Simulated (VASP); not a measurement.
Wanted: the native input for a VASP 6.6.1 run.

```
Task                   : relaxation of cell and atoms
Functional             : PBE
Potentials or basis    : VASP PAW PBE potentials, release 64 (K_sv, F)
Cutoff                 : 600 eV
k mesh                 : 8 × 8 × 8
Occupations            : gaussian, width 0.02 eV
Spin                   : no spin polarisation
Dipole correction      : no
Further INCAR settings : ALGO = Normal; EDIFF = 1e-06; IBRION = 2; EDIFFG = -0.01; NSW = 100; ISIF = 3
```

The structure of KF lies in POSCAR:

```
KF
1.0
    2.1045008126      1.2150341107      3.4370946662
   -2.1045008126      1.2150341107      3.4370946662
    0.0000000000     -2.4300682213      3.4370946662
K F
1 1
Direct
    0.2493696479      0.2493696479      0.2493696479
   -0.0006130279     -0.0006130279     -0.0006130279
```

The input as run:

INCAR

```
SYSTEM = KF
PREC = Accurate
ENCUT = 600
EDIFF = 1E-6
ISMEAR = 0
SIGMA = 0.02
LREAL = .FALSE.
LASPH = .TRUE.
NELM = 80
ALGO = Normal
ISIF = 3
LWAVE = .FALSE.
LCHARG = .FALSE.
GGA = PE
IBRION = 2
NSW = 100
EDIFFG = -0.01
```

KPOINTS

```
Automatic mesh
0
G
  8 8 8
  0 0 0
```

Potentials or basis: VASP PAW PBE potentials, release 64 (K_sv, F).

The run is started by

```sh
$ cat potpaw_PBE.64/K_sv/POTCAR potpaw_PBE.64/F/POTCAR > POTCAR
$ mpirun -np 1 vasp_std > vasp.out
```

It gave:

```
Pressure after relaxing : 0.0 GPa
Band gap on the k mesh  : 5.05 eV (least direct gap 5.23 eV)
```

Caveat: the relaxation stopped at its first step, so nothing moved.

It took 28 s on 1 thread of Intel(R) Xeon(R) Platinum 8488C (Sapphire Rapids) (shared host), peak memory 0.23 GiB.
